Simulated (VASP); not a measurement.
Set up this calculation in VASP 6.6.1, as the native input.

- Task: single point
- Functional: PBE
- Potentials or basis: VASP PAW PBE potentials, release 64 (Ti_sv, Te)
- Cutoff: 520 eV
- k mesh: 15 × 15 × 8
- Occupations: gaussian, width 0.1 eV
- Spin: no spin polarisation
- Dipole correction: no
- Further INCAR settings: ALGO = Normal; EDIFF = 1e-07; NBANDS = 19

The structure of TiTe2 lies in POSCAR:

```
TiTe2
1.0
    3.9577303801      0.0000000000      0.0000000000
   -1.9788651900      3.4274950505      0.0000000000
    0.0000000000      0.0000000000      6.2241093000
Ti Te
1 2
Direct
    0.0000000000      0.0000000000      0.0000000000
    0.6666666667      0.3333333333      0.2816480282
    0.3333333333      0.6666666667      0.7183519718
```

This cell differs from its parent crystal: strained and its atoms moved.

One way to write it, as run:

INCAR

```
PREC     = Accurate       # precision mode
ENCUT    = 520            # plane-wave cutoff, eV
EDIFF    = 1E-7           # SCF threshold, eV
ISMEAR   = 0              # smearing method
SIGMA    = 0.1            # smearing width, eV
LREAL    = False          # projectors in reciprocal space
LASPH    = True           # aspherical terms in the spheres
NELM     = 100            # most SCF steps
ALGO     = Normal         # electronic algorithm
ISIF     = 2              # what is computed and relaxed
LWAVE    = False          # write WAVECAR
LCHARG   = False          # write CHGCAR
GGA      = PE             # functional
NBANDS   = 19             # bands
```

KPOINTS

```
Automatic mesh
0
Gamma
  15 15 8
```

Potentials or basis: VASP PAW PBE potentials, release 64 (Ti_sv, Te).

Launch:

```bash
$ cat potpaw_PBE.64/Ti_sv/POTCAR potpaw_PBE.64/Te/POTCAR > POTCAR
$ mpirun -np 1 vasp_std > vasp.out
```

It gave:

```json
{
  "Pressure": "-4.4 GPa",
  "Largest force": "1.036 eV/Å",
  "Band gap on the k mesh": "zero (band 12 reaches 6.70 eV, above the bottom of band 13 at 6.18 eV)"
}
```

Caveat: the cell differs from its parent crystal (strained and its atoms moved); spin-orbit coupling is left out, which moves the levels of the heavy elements; forces of over 1 eV/Å act on the atoms, so gaps and moduli don't describe the material at rest.

Wall time 2.5 min on 1 thread of Intel(R) Xeon(R) 6975P-C (Granite Rapids), with other jobs on the host, peak memory 0.43 GiB.
